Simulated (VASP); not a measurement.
# Pd (P6/mmm) in VASP: a series of runs, part 2 of 2

VASP 6.6.1. The steps go on from the part before.

## Step 3: Single point, LDA, collinear spin (16.18 Å³/atom)

This run uses another cell than the first one, of 16.18 Å³/atom.

INCAR

```
SYSTEM = Pd
PREC     = Accurate       ! precision mode
ENCUT    = 520            ! plane-wave cutoff, eV
EDIFF    = 1E-6           ! SCF threshold, eV
ISMEAR   = -1             ! smearing method
SIGMA    = 0.05           ! smearing width, eV
LREAL    = .FALSE.        ! projectors in reciprocal space
LASPH    = .TRUE.         ! aspherical terms in the spheres
NELM     = 150            ! most SCF steps
ALGO     = Normal         ! electronic algorithm
ISIF     = 2              ! what is computed and relaxed
LWAVE    = .FALSE.        ! write WAVECAR
LCHARG   = .FALSE.        ! write CHGCAR
ISPIN    = 2              ! spin polarisation
MAGMOM   = 0.5 0.5 0.5    ! initial moments
LORBIT   = 11             ! projections on sites
LMAXMIX  = 4              ! l up to which the mixer works
GGA      = CA             ! functional
NBANDS   = 26             ! bands
```

KPOINTS

```
Automatic mesh
0
G
  9 9 14
  0 0 0
```

POSCAR

```
Pd
1.0
    4.5546085375      0.0000000000      0.0000000000
   -2.2773042688      3.9444066978      0.0000000000
    0.0000000000      0.0000000000      2.7025161765
Pd
3
Direct
    0.0000000000      1.0000000000      0.0000000000
    0.3333333333      0.6666666667      0.5000000000
    0.6666666667      0.3333333333      0.5000000000
```

Potentials or basis: VASP PAW LDA potentials, release 64 (Pd).

Run with:

```bash
$ cat potpaw_LDA.64/Pd/POTCAR > POTCAR
$ mpirun -np 1 vasp_std > vasp.out
```

OUTCAR:

```text
SYSTEM = Pd
   PREC = Accurate
   ENCUT = 520
   EDIFF = 1E-6
   ISMEAR = -1
   LREAL = .FALSE.
   LASPH = .TRUE.
   NELM = 150
   ISIF = 2
   ISPIN = 2
   LORBIT = 11
   GGA = CA

 ion  position               nearest neighbor table
   1  0.000  0.000  0.000-   2 2.96   3 2.96   2 2.96   3 2.96   3 2.96   3 2.96   2 2.96   2 2.96
                             3 2.96   3 2.96   2 2.96   2 2.96
   2  0.333  0.667  0.500-   3 2.63   3 2.63   3 2.63   1 2.96   1 2.96   1 2.96   1 2.96   1 2.96
                             1 2.96
   3  0.667  0.333  0.500-   2 2.63   2 2.63   2 2.63   1 2.96   1 2.96   1 2.96   1 2.96   1 2.96
                             1 2.96

  LATTYP: Found a hexagonal cell.
 ALAT       =     4.5546085375
 C/A-ratio  =     0.5933586068

  Lattice vectors:

 A1 = (   4.5546085375,   0.0000000000,   0.0000000000)
 A2 = (  -2.2773042688,   3.9444066978,   0.0000000000)
 A3 = (   0.0000000000,   0.0000000000,   2.7025161765)

Analysis of symmetry for initial positions (statically):
=====================================================================
 Subroutine PRICEL returns:
 Original cell was already a primitive cell.

 Routine SETGRP: Setting up the symmetry group for a
 hexagonal supercell.

 Subroutine GETGRP returns: Found 24 space group operations
 (whereof 24 operations were pure point group operations)
 out of a pool of 24 trial point group operations.

The static configuration has the point symmetry D_6h.

Analysis of symmetry for dynamics (positions and initial velocities):
=====================================================================
 Subroutine PRICEL returns:
 Original cell was already a primitive cell.

 Routine SETGRP: Setting up the symmetry group for a
 hexagonal supercell.

 Subroutine GETGRP returns: Found 24 space group operations
 (whereof 24 operations were pure point group operations)
 out of a pool of 24 trial point group operations.

The dynamic configuration has the point symmetry D_6h.

Analysis of structural, dynamic, and magnetic symmetry:
=====================================================================
 Subroutine PRICEL returns:
 Original cell was already a primitive cell.

 Routine SETGRP: Setting up the symmetry group for a
 hexagonal supercell.

 Subroutine GETGRP returns: Found 24 space group operations
 (whereof 24 operations were pure point group operations)
 out of a pool of 24 trial point group operations.

The overall configuration has the point symmetry D_6h.

 Subroutine INISYM returns: Found 24 space group operations
 (whereof 24 operations are pure point group operations),
 and found     1 'primitive' translations

----------------------------------------------------------------------------------------

                                     Primitive cell

  volume of cell :      48.5513

  direct lattice vectors                    reciprocal lattice vectors
     4.554608538  0.000000000  0.000000000     0.219557837  0.126761776  0.000000000
    -2.277304269  3.944406698  0.000000000     0.000000000  0.253523553  0.000000000
     0.000000000  0.000000000  2.702516177     0.000000000  0.000000000  0.370025537

  length of vectors
     4.554608538  4.554608538  2.702516177     0.253523553  0.253523553  0.370025537

  position of ions in fractional coordinates (direct lattice)
     0.000000000  0.000000000  0.000000000
     0.333333333  0.666666667  0.500000000
     0.666666667  0.333333333  0.500000000

  ion indices of the primitive-cell ions
   primitive index   ion index
[... 76 lines left out ...]
   LREAL  =      F    real-space projection
   EDIFFG = 0.1E-04   stopping-criterion for IOM
   NSW    =      0    number of steps for IOM
   IBRION =     -1    ionic relax: 0-MD 1-quasi-New 2-CG
   NFREE  =      0    steps in history (QN), initial steepest desc. (CG)
   ISIF   =      2    stress and relaxation
   ISYM   =      2    0-nonsym 1-usesym 2-fastsym
   POTIM  = 0.5000    time-step for ionic-motion
   TEBEG  =    0.0;   TEEND  =   0.0 temperature during run
   PSTRESS=    0.0 pullay stress
   NELECT =      30.0000    total number of electrons
   NUPDOWN=      -1.0000    fix difference up-down
   EMIN   =  10.00;   EMAX   =-10.00  energy-range for DOS
   EFERMI =   0.00;   METHOD = LEGACY
   ISMEAR =    -1;   SIGMA  =   0.05  broadening in eV -4-tet -1-fermi 0-gaus
   EFERMI_NEDOS =   21; number of points for ismear=-14 and -15
   IALGO  =     38    algorithm
   IMIX   =      4    mixing-type and parameters
     AMIX     =   0.40;   BMIX     =  1.00
     AMIX_MAG =   1.60;   BMIX_MAG =  1.00
  volume/ion in A,a.u.               =      16.18       109.21
  Fermi-wavevector in a.u.,A,eV,Ry     =   1.394381  2.634999 26.453799  1.944299
  Thomas-Fermi vector in A             =   2.517936
   LORBIT       =     11    0 simple, 1 ext, 2 COOP (PROOUT), +10 PAW based schemes
   GGA     = CA    functional components
   LHFCALC =     F    Hartree Fock is set to
   AEXX    =    0.0000 exact exchange contribution
   IVDW    =     0    specifies the selected vdW correction
   LEPSILON=     F    determine dielectric tensor
   LRPA    =     F    only Hartree local field effects (RPA)
 spin polarized calculation
  energy-cutoff  :      520.00
  volume of cell :       48.55
 maximum number of plane-waves:      1336
 NGX is ok and might be reduce to    36
   NGX = 17   NGY = 17   NGZ = 11

 number of electron      30.0000006 magnetization       0.0057032

 number of electron      30.0000006 magnetization      -0.0001163

 Free energy of the ion-electron system (eV)
  ---------------------------------------------------
  ext. energy  EPLUGINS =         0.00000000
  ---------------------------------------------------
  free energy    TOTEN  =       -18.79837643 eV

  energy without entropy =      -18.74073876  energy(sigma->0) =      -18.76955760

 E-fermi :   8.0861     XC(G=0): -12.9455

 val. band max:        8.0795446610   @ k =   0.3333   0.0000   0.2143
 cond. band min:       8.0928390651   @ k =   0.3333   0.3333   0.2857
 fundamental gap:      0.0132944041
 Fermi energy:         8.0860552652

 spin component 1

 k-point     1 :       0.0000    0.0000    0.0000
  band No.  band energies     occupation
      1       1.5531      1.00000
      2       3.4972      1.00000
      3       4.8195      1.00000
      4       5.1956      1.00000
      5       5.2286      1.00000
      6       5.2286      1.00000
[... 685 lines left out ...]
     25      25.8389      0.00000
     26      26.4915      0.00000

 [... further k-points ...]

 spin component 2

 k-point     1 :       0.0000    0.0000    0.0000
  band No.  band energies     occupation
      1       1.5531      1.00000
      2       3.4972      1.00000
      3       4.8195      1.00000
      4       5.1956      1.00000
      5       5.2286      1.00000
      6       5.2286      1.00000
[... 685 lines left out ...]
     25      25.8389      0.00000
     26      26.4915      0.00000

 [... further k-points ...]

------------------------ aborting loop because EDIFF is reached ----------------------------------------

  FORCE on cell =-STRESS in cart. coord.  units (eV):
  Direction    XX          YY          ZZ          XY          YZ          ZX
  --------------------------------------------------------------------------------------
  -------------------------------------------------------------------------------------
  Total       -5.4175302     -5.4175302     -5.2931545      0.0000000     -0.0000000     -0.0000000
  in kB     -178.7766836   -178.7766836   -174.6723264      0.0000000     -0.0000000     -0.0000000
  external PRESSURE =    -177.4085645 kB  Pullay stress =       0.0000000 kB

 VOLUME and BASIS-vectors are now :
 -----------------------------------------------------------------------------
  energy-cutoff  :      520.00
  volume of cell :       48.55
      direct lattice vectors                 reciprocal lattice vectors
     4.554608538  0.000000000  0.000000000     0.219557837  0.126761776  0.000000000
    -2.277304269  3.944406698  0.000000000     0.000000000  0.253523553  0.000000000
     0.000000000  0.000000000  2.702516177     0.000000000  0.000000000  0.370025537

 POSITION                                       TOTAL-FORCE (eV/Angst)
 -----------------------------------------------------------------------------------
      0.00000      0.00000      0.00000         0.000000      0.000000      0.000000
     -0.00000      2.62960      1.35126         0.000000      0.000000      0.000000
      2.27730      1.31480      1.35126        -0.000000      0.000000      0.000000
 -----------------------------------------------------------------------------------
    total drift:                                0.000000      0.000000     -0.000000

  FREE ENERGIE OF THE ION-ELECTRON SYSTEM (eV)
  ---------------------------------------------------
  free  energy   TOTEN  =       -18.7983764322 eV

  energy  without entropy=      -18.7407387613  energy(sigma->0) =      -18.76955760

 total charge

# of ion       s       p       d       tot
------------------------------------------
    1        0.428   0.369   8.439   9.235
    2        0.465   0.409   8.442   9.317
    3        0.465   0.409   8.442   9.317
--------------------------------------------------
tot          1.358   1.187  25.323  27.868

 magnetization (x)

# of ion       s       p       d       tot
------------------------------------------
    1        0.000   0.000  -0.000  -0.000
    2        0.000   0.000  -0.000  -0.000
    3        0.000   0.000  -0.000  -0.000
--------------------------------------------------
tot          0.000   0.000  -0.000  -0.000
```

Run time: 2.7 min. Hardware: 1 thread of Intel Xeon Platinum 8259CL at 2.50GHz (Skylake/Cascade Lake), shared host; peak memory 0.27 GiB.

What came out:

```
Free energy                                           : -18.7984 eV
Pressure                                              : -17.7 GPa
Band gap on the k mesh                                : zero (filled and empty bands overlap)
Net moment                                            : 0.00 μB per cell
Valence electrons inside the program's atomic spheres : Pd 9.23, 9.32 (each value once)
```

Stress tensor (GPa, compression positive):
```
-17.88   0.00   0.00
  0.00 -17.88   0.00
  0.00   0.00 -17.47
```

Caveat: the cell stands under tension.

## Step 4: Single point, LDA

This run uses another cell than the first one, of 14.47 Å³/atom.

INCAR

```
SYSTEM = Pd
PREC = Accurate
ENCUT = 520
EDIFF = 1E-6
ISMEAR = -1
SIGMA = 0.1
LREAL = .FALSE.
LASPH = .TRUE.
NELM = 80
ALGO = Normal
ISIF = 2
LWAVE = .FALSE.
LCHARG = .FALSE.
NBANDS = 22
```

KPOINTS

```
Automatic mesh
0
G
  8 8 12
  0 0 0
```

POSCAR

```
Pd
1.0
    4.3841719083      0.0000000000      0.0000000000
   -2.1920859542      3.7968042471      0.0000000000
    0.0000000000      0.0000000000      2.6079710407
Pd
3
Direct
    0.0000000000      0.0000000000      0.0000000000
    0.3333333333      0.6666666667      0.5000000000
    0.6666666667      0.3333333333      0.5000000000
```

Run with:

```bash
$ cat potpaw_LDA.64/Pd/POTCAR > POTCAR
$ mpirun -np 1 vasp_std > vasp.out
```

Wall time 63 s (1 thread of Intel Xeon 8259CL, shared host); peak memory 0.18 GiB.

The run converged. Its results:

```
Free energy            : -19.1953 eV
Pressure               : 0.1 GPa
Band gap on the k mesh : zero (bands 15 and 16 overlap by 1.01 eV)
```

Levels at points of the mesh, in eV from the Fermi level:
| k point | band 12 | band 13 | band 14 | band 15 | band 16 | band 17 | band 18 | band 19 |
| --- | --- | --- | --- | --- | --- | --- | --- | --- |
| (0.00, 0.00, 0.00) | -1.68 | -1.55 | -1.55 | 0.16 | 0.16 | 7.62 | 7.62 | 7.64 |
| (0.50, 0.00, 0.00) | -0.60 | -0.37 | -0.36 | -0.29 | -0.12 | 0.20 | 1.13 | 7.80 |
| (0.00, 0.00, 0.50) | -0.52 | -0.21 | -0.21 | 0.77 | 2.48 | 3.31 | 9.45 | 10.19 |
| (0.50, 0.00, 0.50) | -0.77 | -0.45 | 0.12 | 0.46 | 2.85 | 3.29 | 6.68 | 7.32 |

## Step 5: Overview

```tsv
spin	cell	k mesh	smearing	gap on the mesh (eV)	pressure (GPa)	moment (μB)
collinear	a = 4.500, b = 4.500, c = 2.670 Å, angles 90.0, 90.0, 120.0°, 3 atoms	9 × 9 × 14	fermi-dirac 0.05 eV	none	-13.2	0.01
collinear	a = 4.555, b = 4.555, c = 2.703 Å, angles 90.0, 90.0, 120.0°, 3 atoms	9 × 9 × 14	fermi-dirac 0.05 eV	none	-17.7	0.00
off	a = 4.384, b = 4.384, c = 2.608 Å, angles 90.0, 90.0, 120.0°, 3 atoms	8 × 8 × 12	fermi-dirac 0.1 eV	none	0.1	-
```

Alike in all rows: task single point; level LDA; potentials or basis VASP PAW LDA potentials, release 64 (Pd); cutoff (eV) 520.

Caveats: the cell stands under tension (at least some runs).

Absolute energies hang on the potentials; compare differences alone.
